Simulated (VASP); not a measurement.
Write the native input for VASP 6.6.1 that does the following.

- Task: single point
- Functional: r2SCAN
- Potentials or basis: VASP PAW PBE potentials, release 64 (Li_sv, Cl)
- Cutoff: 520 eV
- k mesh: 4 × 4 × 6
- Occupations: gaussian, width 0.02 eV
- Spin: no spin polarisation
- Dipole correction: no
- Further INCAR settings: ALGO = Normal; EDIFF = 1e-07; NBANDS = 30

LiCl:

```
CELL_PARAMETERS angstrom
6.78801 0.00000 0.00000
0.00000 6.78801 0.00000
0.00000 0.00000 3.60189
ATOMIC_POSITIONS crystal
Li 0.66211 0.66211 0.50000
Li 0.16211 0.83789 0.25000
Li 0.33789 0.33789 0.00000
Li 0.83789 0.16211 0.75000
Cl 0.82935 0.82935 0.00000
Cl 0.32935 0.67065 0.75000
Cl 0.17065 0.17065 0.50000
Cl 0.67065 0.32935 0.25000
```

These files were run (other wordings do the same):

POSCAR

```
LiCl
1.0
    6.7880079088      0.0000000000      0.0000000000
    0.0000000000      6.7880079088      0.0000000000
    0.0000000000      0.0000000000      3.6018913810
Li Cl
4 4
Direct
    0.6621108273      0.6621108273      0.5000000000
    0.1621108273      0.8378891727      0.2500000000
    0.3378891727      0.3378891727      0.0000000000
    0.8378891727      0.1621108273      0.7500000000
    0.8293504099      0.8293504099      0.0000000000
    0.3293504099      0.6706495901      0.7500000000
    0.1706495901      0.1706495901      0.5000000000
    0.6706495901      0.3293504099      0.2500000000
```

INCAR.step1

```
SYSTEM = LiCl
ALGO = Normal
EDIFF = 1E-4
ENCUT = 520
GGA = PE
ISMEAR = 0
LASPH = .True.
LCHARG = .False.
LREAL = .False.
LWAVE = .True.
NBANDS = 30
NELM = 80
PREC = Accurate
SIGMA = 0.02
```

INCAR.step2

```
SYSTEM = LiCl
ALGO = Normal
EDIFF = 1E-7
ENCUT = 520
ISIF = 2
ISMEAR = 0
ISTART = 1
LASPH = .True.
LCHARG = .False.
LMIXTAU = .True.
LREAL = .False.
LWAVE = .False.
METAGGA = R2SCAN
NBANDS = 30
NELM = 80
PREC = Accurate
SIGMA = 0.02
```

KPOINTS

```
k-points
0
Gamma
  4 4 6
  0 0 0
```

Potentials or basis: VASP PAW PBE potentials, release 64 (Li_sv, Cl).

The run is started by

```sh
$ cat potpaw_PBE.64/Li_sv/POTCAR potpaw_PBE.64/Cl/POTCAR > POTCAR
$ cp INCAR.step1 INCAR
$ mpirun -np 1 vasp_std > vasp.out
$ cp INCAR.step2 INCAR
$ mpirun -np 1 vasp_std > vasp.out
```

It gave:

```
Largest force          : 0.034 eV/Å
Band gap on the k mesh : 6.33 eV (least direct gap 6.38 eV)
```

Caveat: the PAW data sets were made with another functional, which shifts forces and pressure a little.

Run time: 9.7 min on 1 thread of Intel Xeon 8259CL (shared host), peak memory 0.32 GiB.
